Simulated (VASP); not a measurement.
# Pt (P6_3/mmc) in VASP: further runs, part 2 of 2

VASP 6.6.1. The steps go on from the part before.

## Step 4: Single point, PBEsol

This run uses another cell than the first one, of the same volume but with other edges.

Contents of INCAR:

```
SYSTEM = Pt
PREC = Accurate
ENCUT = 520
EDIFF = 1E-6
ISMEAR = 0
SIGMA = 0.15
LREAL = .FALSE.
LASPH = .TRUE.
NELM = 80
ALGO = Fast
ISIF = 2
LWAVE = .FALSE.
LCHARG = .FALSE.
GGA = PS
NBANDS = 17
```

Contents of KPOINTS:

```
Automatic mesh
0
G
  30 30 14
  0 0 0
```

Contents of POSCAR:

```
Pt
1.0
    2.8019750446      0.0000000000      0.0000000000
   -1.4009875223      2.4265815694      0.0000000000
    0.0000000000      0.0000000000      4.4523040644
Pt
2
Direct
    0.6666666667      0.3333333333      0.7500000000
    0.3333333333      0.6666666667      0.2500000000
```

Started as:

```
$ cat potpaw_PBE.64/Pt/POTCAR > POTCAR
$ mpirun -np 1 vasp_std > vasp.out
```

Run time: 7.6 min. Hardware: 1 thread of Intel Xeon 8259CL, shared host; peak memory 0.41 GiB.

It converged, with:

```yaml
Free_energy: -13.7540 eV
Pressure: 0.1 GPa
Band_gap_on_the_k_mesh: zero (bands 10 and 11 overlap by 1.25 eV)
```

Stress tensor (GPa, compression positive):
```
-3.63  0.00  0.00
 0.00 -3.63  0.00
 0.00  0.00  7.49
```

Levels at points of the mesh, in eV from the Fermi level:
```csv
k point,band 6,band 7,band 8,band 9,band 10,band 11,band 12,band 13,band 14,band 15
"(0.00, 0.00, 0.00)",-3.09,-3.09,-2.61,-2.61,-0.32,-0.32,-0.30,6.06,14.55,16.92
"(0.50, 0.00, 0.00)",-3.22,-2.83,-0.12,0.24,0.28,2.09,3.44,7.75,9.66,10.19
"(0.00, 0.00, 0.50)",-3.80,-3.80,-3.80,-0.94,-0.94,-0.94,-0.94,13.69,13.69,15.57
"(0.50, 0.00, 0.50)",-2.31,-1.05,-1.05,0.10,0.10,1.59,1.59,6.42,6.42,15.38
```

Caveat: the stress differs along the axes, from -4 to 7 GPa; the PAW data sets were made with another functional, which shifts forces and pressure a little; spin-orbit coupling is left out, which moves the levels of the heavy elements.

## Step 5: Single point, PBEsol

This run uses another cell than the first one, of the same volume but with other edges.

Contents of INCAR:

```
PREC     = Accurate       # precision mode
ENCUT    = 520            # plane-wave cutoff, eV
EDIFF    = 1E-6           # SCF threshold, eV
ISMEAR   = 0              # smearing method
SIGMA    = 0.15           # smearing width, eV
LREAL    = F              # projectors in reciprocal space
LASPH    = T              # aspherical terms in the spheres
NELM     = 60             # most SCF steps
ALGO     = Fast           # electronic algorithm
ISIF     = 2              # what is computed and relaxed
LWAVE    = F              # write WAVECAR
LCHARG   = F              # write CHGCAR
GGA      = PS             # functional
NBANDS   = 17             # bands
```

Contents of KPOINTS:

```
Automatic mesh
0
Gamma
  30 30 14
```

Contents of POSCAR:

```
Pt
1.0
    2.6399516748      0.0000000000      0.0000000000
   -1.3199758374      2.2862652152      0.0000000000
    0.0000000000      0.0000000000      5.0155826124
Pt
2
Direct
    0.6666666667      0.3333333333      0.7500000000
    0.3333333333      0.6666666667      0.2500000000
```

Potentials or basis: VASP PAW PBE potentials, release 64 (Pt).

Started as:

```
$ cat potpaw_PBE.64/Pt/POTCAR > POTCAR
$ mpirun -np 1 vasp_std > vasp.out
```

OUTCAR:

```text
PREC = Accurate
   ENCUT = 520
   EDIFF = 1E-6
   ISMEAR = 0
   LREAL = F
   LASPH = T
   NELM = 60
   ISIF = 2
   GGA = PS

 ion  position               nearest neighbor table
   1  0.667  0.333  0.750-   2 2.93   2 2.93   2 2.93   2 2.93   2 2.93   2 2.93
   2  0.333  0.667  0.250-   1 2.93   1 2.93   1 2.93   1 2.93   1 2.93   1 2.93

  LATTYP: Found a hexagonal cell.
 ALAT       =     2.6399516748
 C/A-ratio  =     1.8998766759

  Lattice vectors:

[... 668 lines left out ...]

 [... further k-points ...]

------------------------ aborting loop because EDIFF is reached ----------------------------------------

  FORCE on cell =-STRESS in cart. coord.  units (eV):
  Direction    XX          YY          ZZ          XY          YZ          ZX
  --------------------------------------------------------------------------------------
  -------------------------------------------------------------------------------------
  Total        2.7677983      2.7677983     -2.2656015     -0.0000000     -0.0000000      0.0000000
  in kB      146.4876643    146.4876643   -119.9085436     -0.0000000     -0.0000000      0.0000000
  external PRESSURE =      57.6889283 kB  Pullay stress =       0.0000000 kB

 VOLUME and BASIS-vectors are now :
 -----------------------------------------------------------------------------
  energy-cutoff  :      520.00
  volume of cell :       30.27
      direct lattice vectors                 reciprocal lattice vectors
     2.639951675  0.000000000  0.000000000     0.378794813  0.218697287  0.000000000
    -1.319975837  2.286265215  0.000000000     0.000000000  0.437394574  0.000000000
     0.000000000  0.000000000  5.015582612     0.000000000  0.000000000  0.199378632

 POSITION                                       TOTAL-FORCE (eV/Angst)
 -----------------------------------------------------------------------------------
      1.31998      0.76209      3.76169         0.000000      0.000000      0.000000
     -0.00000      1.52418      1.25390        -0.000000     -0.000000      0.000000
 -----------------------------------------------------------------------------------
    total drift:                               -0.000000      0.000000     -0.000000

  FREE ENERGIE OF THE ION-ELECTRON SYSTEM (eV)
  ---------------------------------------------------
  free  energy   TOTEN  =       -13.6592543125 eV

  energy  without entropy=      -13.6271855561  energy(sigma->0) =      -13.64321993
```

OSZICAR:

```text
N       E                     dE             d eps       ncg     rms          rms(c)
DAV:   1     0.101473464497E+03    0.10147E+03   -0.10536E+04 24824   0.114E+03
DAV:   2    -0.126818209014E+02   -0.11416E+03   -0.10857E+03 26983   0.248E+02
DAV:   3    -0.145632523357E+02   -0.18814E+01   -0.18605E+01 30398   0.317E+01
DAV:   4    -0.145727026918E+02   -0.94504E-02   -0.94490E-02 29977   0.234E+00
DAV:   5    -0.145727948252E+02   -0.92133E-04   -0.92132E-04 30774   0.238E-01    0.192E+01
RMM:   6    -0.137585385510E+02    0.81426E+00   -0.11074E+00 24806   0.783E+00    0.994E+00
RMM:   7    -0.136695971464E+02    0.88941E-01   -0.27772E-01 25633   0.395E+00    0.299E+00
RMM:   8    -0.136600894676E+02    0.95077E-02   -0.44100E-02 25782   0.164E+00    0.101E+00
RMM:   9    -0.136592303482E+02    0.85912E-03   -0.27948E-03 27617   0.397E-01    0.143E-01
RMM:  10    -0.136592613881E+02   -0.31040E-04   -0.39061E-04 27964   0.129E-01    0.123E-01
RMM:  11    -0.136592596104E+02    0.17777E-05   -0.53579E-05 27820   0.469E-02    0.562E-02
RMM:  12    -0.136592534809E+02    0.61296E-05   -0.29217E-05 27128   0.387E-02    0.116E-02
RMM:  13    -0.136592543125E+02   -0.83162E-06   -0.51819E-06 22746   0.135E-02
   1 F= -.13659254E+02 E0= -.13643220E+02  d E =-.320688E-01
```

It took 7.4 min on 1 thread of Intel Xeon 8259CL, shared host; peak memory 0.4 GiB.

What came out:

```yaml
Free_energy: -13.6593 eV
Pressure: 5.8 GPa
Band_gap_on_the_k_mesh: zero (bands 10 and 11 overlap by 1.72 eV)
```

Caveat: the stress differs along the axes, from -12 to 15 GPa; the PAW data sets were made with another functional, which shifts forces and pressure a little; spin-orbit coupling is left out, which moves the levels of the heavy elements.

## Step 6: Single point, PBEsol

This run uses another cell than the first one, of the same volume but with other edges.

Contents of INCAR:

```
PREC = Accurate
ENCUT = 520
EDIFF = 1E-6
ISMEAR = 0
SIGMA = 0.15
LREAL = False
LASPH = True
NELM = 80
ALGO = Fast
ISIF = 2
LWAVE = False
LCHARG = True
GGA = PS
LELF = True
LVHAR = True
NBANDS = 17
```

Contents of KPOINTS:

```
regular mesh
0
Gamma
  30 30 14
```

Contents of POSCAR:

```
Pt
1.0
    2.7625053499      0.0000000000      0.0000000000
   -1.3812526749      2.3923998111      0.0000000000
    0.0000000000      0.0000000000      4.5804388199
Pt
2
Direct
    0.6666666667      0.3333333333      0.7500000000
    0.3333333333      0.6666666667      0.2500000000
```

Potentials or basis: VASP PAW PBE potentials, release 64 (Pt).

Started as:

```
$ cat potpaw_PBE.64/Pt/POTCAR > POTCAR
$ mpirun -np 1 vasp_std > vasp.out
```

Run time: 7.4 min. Hardware: 1 thread of Intel Xeon 8259CL, shared host; peak memory 0.41 GiB.

Results (log left out):

| Item | Value |
| --- | --- |
| Free energy | -13.8042 eV |
| Pressure | -0.6 GPa |
| Band gap on the k mesh | zero (bands 10 and 11 overlap by 1.29 eV) |

Stress tensor (GPa, compression positive):
```
-2.90  0.00  0.00
 0.00 -2.90  0.00
 0.00  0.00  3.95
```

Levels at points of the mesh, in eV from the Fermi level:
```
           k point  band 7  band 8  band 9  band 10  band 11  band 12  band 13  band 14
(0.00, 0.00, 0.00)   -3.18   -2.27   -2.27    -0.65    -0.28    -0.28     5.51    14.77
(0.50, 0.00, 0.00)   -3.01    0.10    0.15     0.38     2.22     3.67     7.54     9.33
(0.00, 0.00, 0.50)   -3.71   -3.71   -0.91    -0.91    -0.91    -0.91    13.08    13.08
(0.50, 0.00, 0.50)   -1.00   -1.00    0.27     0.27     1.63     1.63     6.55     6.55
```

Caveat: the stress differs along the axes, from -3 to 4 GPa; the PAW data sets were made with another functional, which shifts forces and pressure a little; spin-orbit coupling is left out, which moves the levels of the heavy elements.

## Step 7: Overview

| cell | further INCAR settings | gap on the mesh (eV) | pressure (GPa) |
| --- | --- | --- | --- |
| a = 2.877, b = 2.877, c = 4.223 Å, angles 90.0, 90.0, 120.0°, 2 atoms | ALGO = Fast; EDIFF = 1e-06; NBANDS = 17 | none | 3.3 |
| a = 2.564, b = 2.564, c = 5.315 Å, angles 90.0, 90.0, 120.0°, 2 atoms | ALGO = Fast; EDIFF = 1e-07; NBANDS = 17 | none | 18.4 |
| a = 2.802, b = 2.802, c = 4.452 Å, angles 90.0, 90.0, 120.0°, 2 atoms | ALGO = Fast; EDIFF = 1e-06; NBANDS = 17 | none | 0.1 |
| a = 2.640, b = 2.640, c = 5.016 Å, angles 90.0, 90.0, 120.0°, 2 atoms | ALGO = Fast; EDIFF = 1e-06; NBANDS = 17 | none | 5.8 |
| a = 2.763, b = 2.763, c = 4.580 Å, angles 90.0, 90.0, 120.0°, 2 atoms | ALGO = Fast; EDIFF = 1e-06; NBANDS = 17 | none | -0.6 |

Alike in all rows: task single point; level PBEsol; potentials or basis VASP PAW PBE potentials, release 64 (Pt); no spin polarisation; k mesh 30 × 30 × 14; cutoff (eV) 520; smearing gaussian 0.15 eV.

Caveats: the PAW data sets were made with another functional, which shifts forces and pressure a little; spin-orbit coupling is left out, which moves the levels of the heavy elements; the stress differs along the axes, from -1 to 12 GPa (at least some runs); the stress differs along the axes, from -17 to 36 GPa (at least some runs); the stress differs along the axes, from -4 to 7 GPa (at least some runs); the stress differs along the axes, from -12 to 15 GPa (at least some runs); the stress differs along the axes, from -3 to 4 GPa (at least some runs).

Absolute energies hang on the potentials; compare differences alone.
